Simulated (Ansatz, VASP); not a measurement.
Given: the input of a run of Ansatz 0.2.0 on MoS2.

Contents of input.yaml:

```yaml
crystal:
  lattice:
    - [3.2274645616, 0.0, 0.0]
    - [-1.6137322808, 2.7950663001, 0.0]
    - [0.0, 0.0, 6.31247342]
  atoms:
    - { symbol: Mo, position: [0.0, 0.0, 0.5] }
    - { symbol: S, position: [0.6666666667, 0.3333333333, 0.74468068] }
    - { symbol: S, position: [0.3333333333, 0.6666666667, 0.25531932] }
hamiltonian:
  xc: revpbe
  pseudopotentials: { kind: paw }
  dispersion: d3bj
kpoints:
  mp_grid: { grid: [9, 9, 4] }
scf:
  occupations: { method: fermi_dirac, width: 0.05 }
output:
  forces: true
  stress: true
  eigenvalues: true
```

Potentials or basis: Ansatz PAW.

Command:

```sh
$ ansatz run input.yaml --threads 2 --pin off --max-ram 5120MiB --backend cpu --events-out ev --progress --plain --runs-dir out
```

Problem. Translate it to VASP 6.6.1. Potentials there: VASP PAW PBE potentials, release 64 (Mo_sv, S).

Solution. As run (the cutoff follows the program's own potentials):

The input INCAR:

```
SYSTEM = MoS2
PREC = Accurate
ENCUT = 520
EDIFF = 1E-6
ISMEAR = -1
SIGMA = 0.05
LREAL = .FALSE.
LASPH = .TRUE.
NELM = 80
ALGO = Normal
ISIF = 2
LWAVE = .FALSE.
LCHARG = .FALSE.
GGA = RE
IVDW = 12
NBANDS = 20
```

KPOINTS

```
Automatic mesh
0
G
  9 9 4
  0 0 0
```

POSCAR

```
MoS2
1.0
    3.2274645616      0.0000000000      0.0000000000
   -1.6137322808      2.7950663001      0.0000000000
    0.0000000000      0.0000000000      6.3124734200
Mo S
1 2
Direct
    0.0000000000      0.0000000000      0.5000000000
    0.6666666667      0.3333333333      0.7446806800
    0.3333333333      0.6666666667      0.2553193200
```

Potentials or basis: VASP PAW PBE potentials, release 64 (Mo_sv, S).

Run with:

```bash
$ cat potpaw_PBE.64/Mo_sv/POTCAR potpaw_PBE.64/S/POTCAR > POTCAR
$ mpirun -np 1 vasp_std > vasp.out
```

Both were run:

|  | VASP | Ansatz | Ansatz less VASP |
| --- | --- | --- | --- |
| gap on the k mesh at the Fermi level (eV) | none | none | - |
| pressure (GPa) | -4.0 | -3.9 | +0.17 |
| traceless stress, the component that is largest in VASP (GPa) | 1.98 | 1.97 | -0.004 |
| rms of the force components (eV/Å) | 0.145 | 0.153 | +0.0073 |

VASP's potentials were made for PBE, not for revPBE. Atom by atom the forces differ by 0.007 eV/Å (rms over components). A gap of «none» marks a metal or a gap that the smearing closes.
